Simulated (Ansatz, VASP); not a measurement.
**One calculation of LaTl, two programs**

```
La Tl
1.0
     3.93600   -0.03936   -0.03936
    -0.03936    3.93600   -0.03936
    -0.03936   -0.03936    3.93600
La Tl
1 1
Direct
  0.00000 0.00000 0.00000
  0.50000 0.50000 0.50000
```

Change from the starting cell: equal xy, yz and zx shear strains of -2 %, crystal datasets.

Alike in both runs: task electric field gradients; functional PBEsol; k mesh 10 × 10 × 10; occupations fermi-dirac, width 0.05 eV; no spin polarisation.

|  | VASP | Ansatz |
| --- | --- | --- |
| version | VASP 6.6.1 | Ansatz 0.2.0 |
| potentials or method | VASP PAW PBE potentials, release 64 (La, Tl_d), cutoff 520 eV | all-electron PAW with datasets made for the crystal, scalar-relativistic |

```csv
,VASP,Ansatz,Ansatz less VASP
pressure (GPa),-0.7,-0.6,+0.09
"traceless stress, the component that is largest in VASP (GPa)",0.67,0.67,0.000
size of Vzz on the site where it differs most (V/Å²),5.3,2.8,-2.48
```

VASP's potentials were made for PBE, not for PBEsol. Ansatz ran all-electron here, and VASP with PAW potentials.

Spin-orbit coupling is off throughout.
